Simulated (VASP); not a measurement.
A run of VASP 6.6.1 is set up as follows.

The input INCAR:

```
ALGO = Normal ; EDIFF = 1E-6
ENCUT = 520 ; GGA = PE
ISIF = 2 ; ISMEAR = -1
LASPH = True ; LCHARG = False
LREAL = False ; LWAVE = False
NBANDS = 22 ; NELM = 80
PREC = Accurate ; SIGMA = 0.02
```

Contents of KPOINTS:

```
k-points
0
Gamma
  8 8 8
```

Contents of POSCAR:

```
Na2ClF
1.0
    1.7978310375      1.0379782334      5.9206591818
   -1.7978310375      1.0379782334      5.9206591818
    0.0000000000     -2.0759564669      5.9206591818
F Cl Na
1 1 2
Direct
    1.0000000000      0.0000000000      0.0000000000
    0.5000000000      0.5000000000      0.5000000000
    0.2635346064      0.2635346064      0.2635346064
    0.7364653936      0.7364653936      0.7364653936
```

Potentials or basis: VASP PAW PBE potentials, release 64 (F, Cl, Na_pv).

Run with:

```console
$ cat potpaw_PBE.64/F/POTCAR potpaw_PBE.64/Cl/POTCAR potpaw_PBE.64/Na_pv/POTCAR > POTCAR
$ mpirun -np 1 vasp_std > vasp.out
```

(1) Estimate the pressure.

(2) Estimate the band gap on the k mesh.

## Answers

(1) 2.5 GPa.

(2) 4.33 eV, direct.

Caveat: the cell differs from its parent crystal (biaxial xy strain -0.7%).
